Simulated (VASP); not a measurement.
# Ag (P6_3/mmc) in VASP: settings compared, part 2 of 2

VASP 6.6.1. The steps go on from the part before.

**5. Single point, PBEsol (volume scaled by 0.94)**

The input, INCAR:

```
SYSTEM = Ag
ALGO     = Fast           ! electronic algorithm
EDIFF    = 1E-6           ! SCF threshold, eV
ENCUT    = 520            ! plane-wave cutoff, eV
GGA      = PS             ! functional
ISIF     = 2              ! what is computed and relaxed
ISMEAR   = -1             ! smearing method
LASPH    = .TRUE.         ! aspherical terms in the spheres
LCHARG   = .FALSE.        ! write CHGCAR
LREAL    = .FALSE.        ! projectors in reciprocal space
LWAVE    = .FALSE.        ! write WAVECAR
NBANDS   = 30             ! bands
NELM     = 80             ! most SCF steps
PREC     = Accurate       ! precision mode
SIGMA    = 0.05           ! smearing width, eV
```

The input, KPOINTS:

```
k-points
0
G
  11 11 3
  0 0 0
```

The input, POSCAR:

```
Ag
1.0
    2.8272814270      0.0000000000      0.0000000000
   -1.4136407135      2.4484975394      0.0000000000
    0.0000000000      0.0000000000      9.7958610872
Ag
4
Direct
    0.0000000000      0.0000000000      0.5000000000
    0.0000000000      0.0000000000      0.0000000000
    0.6666666667      0.3333333333      0.7500000000
    0.3333333333      0.6666666667      0.2500000000
```

Potentials or basis: VASP PAW PBE potentials, release 64 (Ag).

The run is started by

```console
cat potpaw_PBE.64/Ag/POTCAR > POTCAR
mpirun -np 1 vasp_std > vasp.out
```

OUTCAR:

```text
SYSTEM = Ag
   EDIFF = 1E-6
   ENCUT = 520
   GGA = PS
   ISIF = 2
   ISMEAR = -1
   LASPH = .TRUE.
   LREAL = .FALSE.
   NELM = 80
   PREC = Accurate

 ion  position               nearest neighbor table
   1  0.000  0.000  0.500-   3 2.94   4 2.94   4 2.94   3 2.94   3 2.94   4 2.94
   2  0.000  0.000  0.000-   3 2.94   4 2.94   4 2.94   3 2.94   3 2.94   4 2.94
   3  0.667  0.333  0.750-   1 2.94   2 2.94   1 2.94   2 2.94   1 2.94   2 2.94
   4  0.333  0.667  0.250-   1 2.94   2 2.94   1 2.94   2 2.94   1 2.94   2 2.94

  LATTYP: Found a hexagonal cell.
 ALAT       =     2.8272814270
 C/A-ratio  =     3.4647633566

  Lattice vectors:

 A1 = (   2.8272814270,   0.0000000000,   0.0000000000)
 A2 = (  -1.4136407135,   2.4484975394,   0.0000000000)
 A3 = (   0.0000000000,   0.0000000000,   9.7958610872)

Analysis of symmetry for initial positions (statically):
=====================================================================
 Subroutine PRICEL returns:
 Original cell was already a primitive cell.

 Routine SETGRP: Setting up the symmetry group for a
 hexagonal supercell.

 Subroutine GETGRP returns: Found 24 space group operations
 (whereof 12 operations were pure point group operations)
[... 172 lines left out ...]

 val. band max:        8.2869970378   @ k =   0.1818   0.1818   0.3333
 cond. band min:       8.3801079475   @ k =   0.2727   0.0909   0.3333
 fundamental gap:      0.0931109097
 Fermi energy:         8.3581042686

 k-point     1 :       0.0000    0.0000    0.0000
  band No.  band energies     occupation
      1       0.4364      2.00000
      2       1.6813      2.00000
      3       1.6815      2.00000
      4       1.8073      2.00000
      5       3.2659      2.00000
      6       3.5283      2.00000
[... 781 lines left out ...]
     29      21.3210      0.00000
     30      21.9418      0.00000

 [... further k-points ...]

------------------------ aborting loop because EDIFF is reached ----------------------------------------

  FORCE on cell =-STRESS in cart. coord.  units (eV):
  Direction    XX          YY          ZZ          XY          YZ          ZX
  --------------------------------------------------------------------------------------
  -------------------------------------------------------------------------------------
  Total       -0.0120978     -0.0120978     -2.0975556      0.0000000      0.0000000      0.0000000
  in kB       -0.2858289     -0.2858289    -49.5578808      0.0000000      0.0000000      0.0000000
  external PRESSURE =     -16.7098462 kB  Pullay stress =       0.0000000 kB

 VOLUME and BASIS-vectors are now :
 -----------------------------------------------------------------------------
  energy-cutoff  :      520.00
  volume of cell :       67.81
      direct lattice vectors                 reciprocal lattice vectors
     2.827281427  0.000000000  0.000000000     0.353696661  0.204206862  0.000000000
    -1.413640713  2.448497539  0.000000000     0.000000000  0.408413725  0.000000000
     0.000000000  0.000000000  9.795861087     0.000000000  0.000000000  0.102083930

 POSITION                                       TOTAL-FORCE (eV/Angst)
 -----------------------------------------------------------------------------------
      0.00000      0.00000      4.89793         0.000000      0.000000      0.000000
      0.00000      0.00000      0.00000         0.000000      0.000000      0.000000
      1.41364      0.81617      7.34690         0.000000     -0.000000      0.000000
     -0.00000      1.63233      2.44897        -0.000000      0.000000     -0.000000
 -----------------------------------------------------------------------------------
    total drift:                               -0.000000      0.000000     -0.000000

  FREE ENERGIE OF THE ION-ELECTRON SYSTEM (eV)
  ---------------------------------------------------
  free  energy   TOTEN  =       -13.1863367423 eV

  energy  without entropy=      -13.1718317325  energy(sigma->0) =      -13.17908424
```

OSZICAR:

```text
N       E                     dE             d eps       ncg     rms          rms(c)
DAV:   1     0.297081306277E+03    0.29708E+03   -0.22541E+04  1920   0.145E+03
DAV:   2    -0.798088035096E+01   -0.30506E+03   -0.29019E+03  2010   0.337E+02
DAV:   3    -0.145666765888E+02   -0.65858E+01   -0.65501E+01  2222   0.566E+01
DAV:   4    -0.145952498551E+02   -0.28573E-01   -0.28570E-01  2070   0.367E+00
DAV:   5    -0.145955411401E+02   -0.29129E-03   -0.29128E-03  2258   0.394E-01    0.113E+01
RMM:   6    -0.132365084428E+02    0.13590E+01   -0.39902E+00  1920   0.133E+01    0.670E+00
RMM:   7    -0.132007593710E+02    0.35749E-01   -0.11908E-01  1985   0.215E+00    0.378E+00
RMM:   8    -0.131865673046E+02    0.14192E-01   -0.94675E-03  2043   0.734E-01    0.440E-01
RMM:   9    -0.131863114879E+02    0.25582E-03   -0.13564E-03  2073   0.237E-01    0.529E-02
RMM:  10    -0.131863445494E+02   -0.33061E-04   -0.23643E-04  2093   0.872E-02    0.969E-02
RMM:  11    -0.131863358310E+02    0.87184E-05   -0.54277E-05  2087   0.517E-02    0.190E-02
RMM:  12    -0.131863367423E+02   -0.91129E-06   -0.71642E-06  1825   0.159E-02
   1 F= -.13186337E+02 E0= -.13179084E+02  d E =-.145050E-01
```

Wall time 41 s (1 thread of Intel Xeon 6975P-C, shared host); peak memory 0.22 GiB.

Results:

```yaml
Free_energy: -13.1863 eV
Pressure: -1.7 GPa
Band_gap_on_the_k_mesh: zero (band 22 reaches 11.28 eV, above the bottom of band 23 at 5.23 eV)
```

Stress tensor (GPa, compression positive):
```
-0.03  0.00  0.00
 0.00 -0.03  0.00
 0.00  0.00 -4.96
```

Levels at points of the mesh, in eV from the Fermi level:
```tsv
k point	band 20	band 21	band 22	band 23	band 24	band 25
(0.00, 0.00, 0.00)	-3.42	-3.42	-3.07	-3.07	-0.93	2.78
```

Caveat: the PAW data sets were made with another functional, which shifts forces and pressure a little.

**6. Summary**

```csv
level,potentials or basis,cell,gap on the mesh (eV),pressure (GPa)
PBEsol,"VASP PAW PBE potentials, release 64 (Ag)","a = 2.853, b = 2.853, c = 9.453 Å, angles 90.0, 90.0, 120.0°, 4 atoms",none,-0.2
LDA,"VASP PAW LDA potentials, release 64 (Ag)","a = 2.886, b = 2.886, c = 10.000 Å, angles 90.0, 90.0, 120.0°, 4 atoms",none,-11.2
PBEsol,"VASP PAW PBE potentials, release 64 (Ag)","a = 2.827, b = 2.827, c = 9.796 Å, angles 90.0, 90.0, 120.0°, 4 atoms",none,-1.7
```

Alike in all rows: task single point; no spin polarisation; k mesh 11 × 11 × 3; cutoff (eV) 520; smearing fermi-dirac 0.05 eV.

Caveats: the PAW data sets were made with another functional, which shifts forces and pressure a little (some runs).

Absolute energies hang on the potentials; compare differences alone.
